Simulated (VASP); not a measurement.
Input of a VASP 6.6.1 run:

The input INCAR:

```
SYSTEM = SiC2
PREC = Accurate
ENCUT = 520
EDIFF = 1E-6
ISMEAR = 0
SIGMA = 0.1
LREAL = .FALSE.
LASPH = .TRUE.
NELM = 80
ALGO = Normal
ISIF = 2
LWAVE = .FALSE.
LCHARG = .FALSE.
GGA = PE
NBANDS = 13
```

Contents of KPOINTS:

```
Automatic mesh
0
G
  18 18 18
  0 0 0
```

Contents of POSCAR:

```
SiC2
1.0
    1.4619140922      0.8440364946      3.6257249537
   -1.4619140922      0.8440364946      3.6257249537
    0.0000000000     -1.6880729893      3.6257249537
Si C
1 2
Direct
    0.0000000000      0.0000000000      0.0000000000
    0.4379885569      0.4379885569      0.4379885569
    0.5620114431      0.5620114431      0.5620114431
```

Potentials or basis: VASP PAW PBE potentials, release 64 (Si, C).

Command:

```bash
$ cat potpaw_PBE.64/Si/POTCAR potpaw_PBE.64/C/POTCAR > POTCAR
$ mpirun -np 1 vasp_std > vasp.out
```

(1) Predict the band gap on the k mesh.

(2) What does it give for the pressure?

## Answers

(1) zero (bands 6 and 7 overlap by 4.72 eV).

(2) 0.2 GPa.
